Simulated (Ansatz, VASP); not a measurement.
# Two plane-wave programs on Al3W

```xyz
4
Lattice="0.0000 3.1403 3.1403 3.1403 0.0000 3.1403 3.1403 3.1403 0.0000" Properties=species:S:1:pos:R:3 pbc="T T T"
Al    3.1403    3.1403    3.1403
Al    1.5702    1.5702    1.5702
Al    4.7105    4.7105    4.7105
W     0.0000    0.0000    0.0000
```

Change from the starting cell: species swapped into the Li3Sb type (Fm-3m, No. 225).

Alike in both runs: functional PBE; k mesh 4 × 4 × 4; occupations gaussian, width 0.1 eV; no spin polarisation.

Ansatz relaxed the structure, and its values are those at the end. VASP's run is a single point on that final structure, the one shown.

```csv
,VASP,Ansatz
version,VASP 6.6.1,Ansatz 0.2.0
potentials or method,"VASP PAW PBE potentials, release 64 (Al, W_sv), cutoff 500 eV","scalar-relativistic, plane waves, PAW"
valence electrons in the cell,23,23
```

|  | VASP | Ansatz | Ansatz less VASP |
| --- | --- | --- | --- |
| gap on the k mesh at the Fermi level (eV) | none | none | - |
| pressure (GPa) | -0.1 | -0.1 | -0.01 |

A gap of «none» marks a metal or a gap that the smearing closes. With one functional, cell and mesh, what is left measures potentials, basis and numerics.

The k mesh is coarse, so the values compare programs but aren't converged. Neither program's run includes spin-orbit coupling.
